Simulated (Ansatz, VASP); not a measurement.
## One calculation of BiTe, two programs

```xyz
2
Lattice="0.0000 3.2584 3.1945 3.1945 0.0000 3.1945 3.1945 3.2584 0.0000" Properties=species:S:1:pos:R:3 pbc="T T T"
Bi    3.1945    3.2584    3.1945
Te    0.0000    0.0000    0.0000
```

Change from the starting cell: strain e2 = +0.02, atoms carried along.

Alike in both runs: task single point; functional PBEsol; k mesh 8 × 8 × 8; occupations gaussian, width 0.05 eV; no spin polarisation.

|  | VASP | Ansatz |
| --- | --- | --- |
| version | VASP 6.6.1 | Ansatz 0.2.0 |
| potentials or method | VASP PAW PBE potentials, release 64 (Bi_d, Te), cutoff 520 eV | scalar-relativistic, plane waves, PAW |
| valence electrons in the cell | 21 | 31 |

```csv
,VASP,Ansatz,Ansatz less VASP
pressure (GPa),-0.9,-0.9,+0.02
"traceless stress, the component that is largest in VASP (GPa)",-1.31,-1.31,+0.007
```

VASP's potentials were made for PBE, not for PBEsol. VASP's potentials hold 21 valence electrons a cell and Ansatz's 31, so a difference there can come from the potentials and not from the codes.

Neither program's run includes spin-orbit coupling.
